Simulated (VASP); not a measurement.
Set up this calculation in VASP 6.6.1, as the native input.

```yaml
Task: relaxation of cell and atoms
Functional: PBE
Potentials_or_basis: VASP PAW PBE potentials, release 64 (Si, N_h, F_h)
Cutoff: 910 eV
k_mesh: 6 × 6 × 2
Occupations: gaussian, width 0.1 eV
Spin: no spin polarisation
Dipole_correction: no
Further_INCAR_settings: ALGO = Normal; EDIFF = 1e-07; IBRION = 2; EDIFFG = -0.04; NSW = 90; ISIF = 3
```

The structure of Si2NF2 lies in POSCAR:

```
Si2NF2
1.0
    3.1975020200      0.0000000000      0.0000000000
   -1.5987510100      2.7691179800      0.0000000000
    0.0000000000      0.0000000000      7.8073356200
Si N F
2 1 2
Direct
    0.3333333300      0.6666666700      0.3453400100
    0.6666666700      0.3333333300      0.6546599900
    0.0000000000      0.0000000000      0.5000000000
    0.3333333300      0.6666666700      0.8444100000
    0.6666666700      0.3333333300      0.1555900000
```

The cell was built from a structure type or drawn by symmetry, and may not be a known phase.

These files were run (other wordings do the same):

INCAR

```
  ALGO = Normal
  EDIFF = 1E-7
  EDIFFG = -0.04
  ENCUT = 910
  GGA = PE
  GGA_COMPAT = False
  IBRION = 2
  ISIF = 3
  ISMEAR = 0
  LASPH = True
  LCHARG = False
  LREAL = False
  LWAVE = False
  NELM = 120
  NELMIN = 4
  NSW = 90
  PREC = Accurate
  SIGMA = 0.1
```

KPOINTS

```
k-points
0
Gamma
  6 6 2
```

Potentials or basis: VASP PAW PBE potentials, release 64 (Si, N_h, F_h).

The run is started by

```sh
$ cat potpaw_PBE.64/Si/POTCAR potpaw_PBE.64/N_h/POTCAR potpaw_PBE.64/F_h/POTCAR > POTCAR
$ mpirun -np 1 vasp_std > vasp.out
```

It gave:

```
Relaxed volume                        : 13.62 Å³/atom
Relaxed cell                          : a = 3.204 Å, b = 3.204 Å, c = 7.663 Å, α = 90.00°, β = 90.00°, γ = 120.00°
Space group after relaxing (to 0.1 Å) : P-3m1 (No. 164)
Energy gained by relaxing             : 150.5 meV/atom
Ionic steps                           : 22
Pressure after relaxing               : -0.1 GPa
Largest force after relaxing          : 0.032 eV/Å
Band gap on the k mesh                : zero (an odd number of electrons rules out a gap without spin polarisation)
```

Caveat: the k points lie up to 0.41 Å⁻¹ apart in the final cell, too coarse for converged energies and pressures of a metal; the cutoff is under 1.25 times the usual one of these potentials, so pressure, stress and relaxed cells hold a basis-set (Pulay) error; this functional lacks dispersion, which binds the layers, so the pressure and a relaxed spacing across them are unreliable; an odd number of electrons without spin polarisation forces a metal; a magnetic or distorted state may lie lower.

Wall time 8.6 min on 1 thread of Intel(R) Xeon(R) Platinum 8259CL CPU @ 2.50GHz (Skylake/Cascade Lake) (shared host), peak memory 0.3 GiB.
